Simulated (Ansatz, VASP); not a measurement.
**One calculation of Si2Mo, two programs**

```
Si Mo
1.0
    -1.60000    1.60000    3.93050
     1.60000   -1.60000    3.93050
     1.60000    1.60000   -3.93050
Si Mo
2 1
Direct
  0.33300 0.33300 0.00000
  0.66700 0.66700 0.00000
  0.00000 0.00000 0.00000
```

Alike in both runs: task relaxation of cell and atoms; functional PBEsol; k mesh 18 × 18 × 18; occupations gaussian, width 0.1 eV; no spin polarisation.

|  | VASP | Ansatz |
| --- | --- | --- |
| version | VASP 6.6.1 | Ansatz 0.2.0 |
| potentials or method | VASP PAW PBE potentials, release 64 (Si, Mo_sv), cutoff 600 eV | scalar-relativistic, plane waves, PAW |
| valence electrons in the cell | 22 | 22 |

```csv
,VASP,Ansatz,Ansatz less VASP
"gap on the k mesh at the Fermi level, each at its own relaxed structure (eV)",none,none,-
relaxed volume (Å³/atom),13.29,13.27,-0.020
relaxed cell length with the largest relative difference (Å),4.517,4.515,-0.0019
```

VASP's potentials were made for PBE, not for PBEsol. A gap of «none» marks a metal or a gap that the smearing closes.
